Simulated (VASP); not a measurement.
## PtSe2: single point with RPBE+D4

Crystal: PtSe2.

```xyz
3
Lattice="3.7240 0.0000 0.0000 -1.8620 3.2251 0.0000 0.0000 0.0000 5.0620" Properties=species:S:1:pos:R:3 pbc="T T T"
Pt    0.0000    0.0000    0.0000
Se    1.8620    1.0750    3.7965
Se    0.0000    2.1501    1.2655
```

```
Program                : VASP 6.6.1
Task                   : single point
Functional             : RPBE
Dispersion             : D4
Potentials or basis    : VASP PAW PBE potentials, release 64 (Pt, Se)
Cutoff                 : 520 eV
k mesh                 : 6 × 6 × 4
Occupations            : fermi-dirac, width 0.05 eV
Spin                   : non-collinear spin, typed start, spin-orbit coupling
Starting moments       : [[0.354, 0.354, 0.0], [0.0, 0.0, 0.0], [0.0, 0.0, 0.0]] μB
Dipole correction      : no
Further INCAR settings : ALGO = Normal; EDIFF = 1e-07; NBANDS = 35
```

```yaml
Pressure: 1.9 GPa
Largest_force: 0.737 eV/Å
Net_moment: 0.00 μB per cell
Valence_electrons_inside_the_program's_atomic_spheres: Pt 9.46; Se 3.81
Dispersion_energy_per_atom: -0.994 eV
```

Forces on the atoms (eV/Å):
```
Pt   0.000  0.000  0.000
Se   0.000  0.000 -0.737
Se   0.000  0.000  0.737
```

Stress tensor (GPa, compression positive):
```
2.44 0.00 0.00
0.00 2.44 0.00
0.00 0.00 0.88
```

Moments on the atoms (μB; x, y, z):
```
Pt  0.00 0.00 0.00
Se  0.00 0.00 0.00
Se  0.00 0.00 0.00
```

Run time: 6.2 min on 1 thread of Intel(R) Xeon(R) Platinum 8259CL CPU @ 2.50GHz (Skylake/Cascade Lake), on a shared host, peak memory 0.45 GiB.

Caveat: the PAW data sets were made with another functional, which shifts forces and pressure a little.
